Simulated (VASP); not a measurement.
Wanted: the native input for a VASP 6.6.1 run.

```
Task                   : single point
Functional             : LDA
Potentials or basis    : VASP PAW LDA potentials, release 64 (Pb_d)
Cutoff                 : 500 eV
k mesh                 : 4 × 4 × 4
Occupations            : gaussian, width 0.1 eV
Spin                   : no spin polarisation
Dipole correction      : no
Further INCAR settings : ALGO = Normal; EDIFF = 1e-06; NBANDS = 21
```

The structure of Pb lies in POSCAR:

```
Pb
1.0
    0.0000000000      3.4390000555      3.4390000555
    3.4390000555      0.0000000000      3.4390000555
    3.4390000555      3.4390000555      0.0000000000
Pb
2
Direct
    0.5000000000      0.5000000000      0.5000000000
    0.7500000000      0.7500000000      0.7500000000
```

These files were run (other wordings do the same):

INCAR

```
PREC = Accurate
ENCUT = 500
EDIFF = 1E-6
ISMEAR = 0
SIGMA = 0.1
LREAL = False
LASPH = True
NELM = 120
ALGO = Normal
ISIF = 2
LWAVE = False
LCHARG = False
NBANDS = 21
GGA_COMPAT = False
```

KPOINTS

```
Automatic mesh
0
Gamma
  4 4 4
```

Potentials or basis: VASP PAW LDA potentials, release 64 (Pb_d).

Run with:

```console
$ cat potpaw_LDA.64/Pb_d/POTCAR > POTCAR
$ mpirun -np 1 vasp_std > vasp.out
```

It gave:

* Pressure: 0.1 GPa
* Band gap on the k mesh: zero (band 14 reaches 4.45 eV, above the bottom of band 15 at 3.30 eV)

Caveat: the k points lie up to 0.40 Å⁻¹ apart; spin-orbit coupling is left out, which moves the levels of the heavy elements.

Run time: 16 s on 1 thread of Intel Xeon 8259CL, with other jobs on the host, peak memory 0.17 GiB.
